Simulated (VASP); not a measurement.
# InAs (I-4m2) in VASP: further runs, part 2 of 2

VASP 6.6.1. The steps go on from the part before.

## 3. Single point, r2SCAN

This run uses another cell than the first one, of the same volume but with other edges.

Input file POSCAR:

```
InAs
1.0
    0.0000000000      2.8456929513      3.4148315416
    2.8456929513      0.0000000000      3.4148315416
    2.8456929513      2.8456929513      0.0000000000
In As
1 1
Direct
    0.0000000000      0.0000000000      0.0000000000
    0.7500000000      0.7500000000      0.7500000000
```

Input file INCAR.step1:

```
  PREC = Accurate
  ENCUT = 520
  ISMEAR = 0
  SIGMA = 0.03
  LREAL = F
  LASPH = T
  NELM = 100
  NBANDS = 16
  GGA = PE
  ALGO = Normal
  EDIFF = 1E-4
  LWAVE = T
  LCHARG = F
```

Input file INCAR.step2:

```
  PREC = Accurate
  ENCUT = 520
  EDIFF = 1E-7
  ISMEAR = 0
  SIGMA = 0.03
  LREAL = F
  LASPH = T
  NELM = 100
  ALGO = Normal
  ISIF = 2
  LWAVE = F
  LCHARG = F
  METAGGA = R2SCAN
  LMIXTAU = T
  NBANDS = 16
  ISTART = 1
```

Input file KPOINTS:

```
regular mesh
0
Gamma
  10 10 10
```

Potentials or basis: VASP PAW PBE potentials, release 64 (In_d, As).

The run is started by

```bash
cat potpaw_PBE.64/In_d/POTCAR potpaw_PBE.64/As/POTCAR > POTCAR
cp INCAR.step1 INCAR
mpirun -np 1 vasp_std > vasp.out
cp INCAR.step2 INCAR
mpirun -np 1 vasp_std > vasp.out
```

OUTCAR:

```text
PREC = Accurate
   ENCUT = 520
   EDIFF = 1E-7
   ISMEAR = 0
   LREAL = F
   LASPH = T
   NELM = 100
   ISIF = 2
   METAGGA = R2SCAN
   ISTART = 1

 ion  position               nearest neighbor table
   1  0.000  0.000  0.000-   2 2.64   2 2.64   2 2.64   2 2.64
   2  0.750  0.750  0.750-   1 2.64   1 2.64   1 2.64   1 2.64

  LATTYP: Found a body centered tetragonal cell.
 ALAT       =     4.0244175661
 C/A-ratio  =     1.6970562749

  Lattice vectors:

 A1 = (  -2.8456929513,   0.0000000000,   3.4148315416)
 A2 = (   2.8456929513,   0.0000000000,   3.4148315416)
 A3 = (   0.0000000000,   2.8456929513,  -3.4148315416)

Analysis of symmetry for initial positions (statically):
=====================================================================
 Subroutine PRICEL returns:
 Original cell was already a primitive cell.

 Routine SETGRP: Setting up the symmetry group for a
 body centered tetragonal supercell.

 Subroutine GETGRP returns: Found  8 space group operations
 (whereof  8 operations were pure point group operations)
 out of a pool of 16 trial point group operations.

[... 162 lines left out ...]

 E-fermi :   4.6556     XC(G=0):  -9.6775

 val. band max:        4.6542952958   @ k =   0.0000   0.0000   0.0000
 cond. band min:       5.1330607345   @ k =   0.5000   0.0000   0.0000
 fundamental gap:      0.4787654388
 Fermi energy:         4.6556282619

 k-point     1 :       0.0000    0.0000    0.0000
  band No.  band energies     occupation
      1     -10.6501      2.00000
      2     -10.5706      2.00000
      3     -10.5706      2.00000
      4     -10.4797      2.00000
      5     -10.4627      2.00000
      6      -7.9401      2.00000
[... 433 lines left out ...]
      3     -10.5201      2.00000
      4     -10.4736      2.00000
      5     -10.4565      2.00000
      6      -6.7032      2.00000
[... 8 lines left out ...]
     15      16.5092      0.00000
     16      16.6031      0.00000

 [... further k-points ...]

------------------------ aborting loop because EDIFF is reached ----------------------------------------

  FORCE on cell =-STRESS in cart. coord.  units (eV):
  Direction    XX          YY          ZZ          XY          YZ          ZX
  --------------------------------------------------------------------------------------
  -------------------------------------------------------------------------------------
  Total        1.5445883      1.5445883     -1.7334298      0.0000000      0.0000000      0.0000000
  in kB       44.7453554     44.7453554    -50.2159281      0.0000000      0.0000000      0.0000000
  external PRESSURE =      13.0915942 kB  Pullay stress =       0.0000000 kB

 VOLUME and BASIS-vectors are now :
 -----------------------------------------------------------------------------
  energy-cutoff  :      520.00
  volume of cell :       55.31
      direct lattice vectors                 reciprocal lattice vectors
     0.000000000  2.845692951  3.414831542    -0.175704129  0.175704129  0.146420107
     2.845692951  0.000000000  3.414831542     0.175704129 -0.175704129  0.146420107
     2.845692951  2.845692951  0.000000000     0.175704129  0.175704129 -0.146420107

 POSITION                                       TOTAL-FORCE (eV/Angst)
 -----------------------------------------------------------------------------------
      0.00000      0.00000      0.00000         0.000000      0.000000      0.000000
      4.26854      4.26854      5.12225         0.000000      0.000000     -0.000000
 -----------------------------------------------------------------------------------
    total drift:                               -0.000005     -0.000005      0.000038

  FREE ENERGIE OF THE ION-ELECTRON SYSTEM (eV)
  ---------------------------------------------------
  free  energy   TOTEN  =       -37.8711382829 eV

  energy  without entropy=      -37.8710989824  energy(sigma->0) =      -37.87111863
```

OUTCAR.step1:

```text
PREC = Accurate
   ENCUT = 520
   ISMEAR = 0
   LREAL = F
   LASPH = T
[... 678 lines left out ...]
 -----------------------------------------------------------------------------------
      0.00000      0.00000      0.00000         0.000000      0.000000     -0.000000
      4.26854      4.26854      5.12225        -0.000000     -0.000000      0.000000
 -----------------------------------------------------------------------------------
    total drift:                                0.000001      0.000001     -0.000005

  FREE ENERGIE OF THE ION-ELECTRON SYSTEM (eV)
  ---------------------------------------------------
  free  energy   TOTEN  =        -7.5159085335 eV

  energy  without entropy=       -7.5158692018  energy(sigma->0) =       -7.51588887
```

OSZICAR.step1:

```text
N       E                     dE             d eps       ncg     rms          rms(c)
DAV:   1     0.112289439309E+03    0.11229E+03   -0.83069E+03  3272   0.122E+03
DAV:   2    -0.271456271211E+00   -0.11256E+03   -0.10800E+03  3624   0.293E+02
DAV:   3    -0.761612611375E+01   -0.73447E+01   -0.72958E+01  4176   0.738E+01
DAV:   4    -0.780008032391E+01   -0.18395E+00   -0.18390E+00  4168   0.128E+01
DAV:   5    -0.780841058026E+01   -0.83303E-02   -0.83301E-02  4776   0.232E+00    0.441E+00
DAV:   6    -0.754046183322E+01    0.26795E+00   -0.40532E-01  5168   0.104E+01    0.243E+00
DAV:   7    -0.751465218443E+01    0.25810E-01   -0.11870E-01  4488   0.299E+00    0.727E-01
DAV:   8    -0.751524579352E+01   -0.59361E-03   -0.13958E-02  4192   0.133E+00    0.185E-01
DAV:   9    -0.751576645614E+01   -0.52066E-03   -0.10434E-03  4208   0.292E-01    0.112E-01
DAV:  10    -0.751586824558E+01   -0.10179E-03   -0.14085E-04  3568   0.179E-01    0.506E-02
DAV:  11    -0.751590853346E+01   -0.40288E-04   -0.78292E-05  3168   0.119E-01
   1 F= -.75159085E+01 E0= -.75158889E+01  d E =-.393316E-04
```

Wall time 2.6 min (1 thread of Intel Xeon 6975P-C (Granite Rapids), shared host); peak memory 0.26 GiB.

Results:

```yaml
Free_energy: -37.8711 eV
Pressure: 1.3 GPa
Band_gap_on_the_k_mesh: zero (filled and empty bands touch)
```

Levels at points of the mesh, in eV from the Fermi level:
| k point | band 5 | band 6 | band 7 | band 8 | band 9 | band 10 | band 11 | band 12 | band 13 | band 14 |
| --- | --- | --- | --- | --- | --- | --- | --- | --- | --- | --- |
| (0.00, 0.00, 0.00) | -15.12 | -12.60 | -1.20 | -0.39 | 0.00 | 0.00 | 3.93 | 3.93 | 4.35 | 7.29 |
| (0.50, 0.00, 0.00) | -15.08 | -11.07 | -6.19 | -2.03 | -0.65 | 0.48 | 4.68 | 5.33 | 7.13 | 8.84 |
| (0.50, 0.50, 0.00) | -15.12 | -10.92 | -6.97 | -1.96 | -1.96 | 2.24 | 3.13 | 8.19 | 9.41 | 9.41 |
| (0.50, 0.00, 0.50) | -15.07 | -10.33 | -5.86 | -3.02 | -2.96 | 1.18 | 1.45 | 7.93 | 8.77 | 9.23 |

Caveat: the stress differs along the axes, from -5 to 4 GPa; semilocal functionals underestimate gaps, and a narrow one can read as zero; the PAW data sets were made with another functional, which shifts forces and pressure a little; spin-orbit coupling is left out, which moves the levels of the heavy elements.

## 4. Single point, r2SCAN

This run uses another cell than the first one, of the same volume but with other edges.

Input file POSCAR:

```
InAs
1.0
    0.0000000000      3.2851125443      2.5623877846
    3.2851125443      0.0000000000      2.5623877846
    3.2851125443      3.2851125443      0.0000000000
In As
1 1
Direct
    0.0000000000      0.0000000000      0.0000000000
    0.7500000000      0.7500000000      0.7500000000
```

Input file INCAR.step1:

```
ALGO     = Normal         # electronic algorithm
EDIFF    = 1E-4           # SCF threshold, eV
ENCUT    = 520            # plane-wave cutoff, eV
GGA      = PE             # functional
ISMEAR   = 0              # smearing method
LASPH    = True           # aspherical terms in the spheres
LCHARG   = False          # write CHGCAR
LREAL    = False          # projectors in reciprocal space
LWAVE    = True           # write WAVECAR
NBANDS   = 16             # bands
NELM     = 60             # most SCF steps
PREC     = Accurate       # precision mode
SIGMA    = 0.03           # smearing width, eV
```

Input file INCAR.step2:

```
ALGO     = Normal         # electronic algorithm
EDIFF    = 1E-6           # SCF threshold, eV
ENCUT    = 520            # plane-wave cutoff, eV
ISIF     = 2              # what is computed and relaxed
ISMEAR   = 0              # smearing method
ISTART   = 1            
LASPH    = True           # aspherical terms in the spheres
LCHARG   = True           # write CHGCAR
LELF     = True           # ELF
LMIXTAU  = True         
LREAL    = False          # projectors in reciprocal space
LVHAR    = True         
LWAVE    = False          # write WAVECAR
METAGGA  = R2SCAN         # meta-GGA
NBANDS   = 16             # bands
NELM     = 60             # most SCF steps
PREC     = Accurate       # precision mode
SIGMA    = 0.03           # smearing width, eV
```

Input file KPOINTS:

```
k-points
0
Gamma
  10 10 10
```

The run is started by

```bash
cat potpaw_PBE.64/In_d/POTCAR potpaw_PBE.64/As/POTCAR > POTCAR
cp INCAR.step1 INCAR
mpirun -np 1 vasp_std > vasp.out
cp INCAR.step2 INCAR
mpirun -np 1 vasp_std > vasp.out
```

Run time: 2.2 min. Hardware: 1 thread of Intel Xeon 6975P-C (Granite Rapids), shared host; peak memory 0.26 GiB.

The run converged. Its results:

* Free energy: -37.8684 eV
* Pressure: 0.5 GPa
* Band gap on the k mesh: 0.28 eV (least direct gap 0.54 eV)

Stress tensor (GPa, compression positive):
```
-1.34  0.00  0.00
 0.00 -1.34  0.00
 0.00  0.00  4.05
```

Levels at points of the mesh, in eV from the valence-band top:
```
           k point  band 5  band 6  band 7  band 8  band 9  band 10  band 11  band 12  band 13  band 14
(0.00, 0.00, 0.00)  -14.97  -12.40   -0.58   -0.58   -0.26     0.28     4.04     4.55     4.55     7.89
(0.50, 0.00, 0.00)  -14.94  -10.89   -5.99   -1.89   -0.65     0.53     4.10     5.99     7.71     8.82
(0.50, 0.50, 0.00)  -14.92   -9.93   -5.10   -3.39   -3.39     0.68     1.12     9.57     9.57    10.53
(0.50, 0.00, 0.50)  -14.96  -10.62   -6.52   -2.00   -1.85     2.14     3.02     7.71     8.27     8.55
```

Caveat: the stress differs along the axes, from -1 to 4 GPa; semilocal functionals underestimate gaps, and a narrow one can read as zero; the PAW data sets were made with another functional, which shifts forces and pressure a little; spin-orbit coupling is left out, which moves the levels of the heavy elements.

## 5. Summary

```tsv
cell	gap on the mesh (eV)	pressure (GPa)
a = 4.190, b = 4.190, c = 4.515 Å, angles 57.4, 57.4, 65.2°, 2 atoms	0.27	1.3
a = 4.445, b = 4.445, c = 4.024 Å, angles 63.1, 63.1, 53.8°, 2 atoms	none	1.3
a = 4.166, b = 4.166, c = 4.646 Å, angles 56.1, 56.1, 67.8°, 2 atoms	0.28	0.5
```

Alike in all rows: task single point; level r2SCAN; potentials or basis VASP PAW PBE potentials, release 64 (In_d, As); no spin polarisation; k mesh 10 × 10 × 10; cutoff (eV) 520; smearing gaussian 0.03 eV.

Caveats: semilocal functionals underestimate gaps, and a narrow one can read as zero; the PAW data sets were made with another functional, which shifts forces and pressure a little; spin-orbit coupling is left out, which moves the levels of the heavy elements; the stress differs along the axes, from -5 to 4 GPa (at least some runs); the stress differs along the axes, from -1 to 4 GPa (at least some runs).

Total energies depend on the potentials used, so only differences within one code and one set of settings carry meaning.

The gap in the log of VASP goes by the Fermi energy; the results here count the filled bands.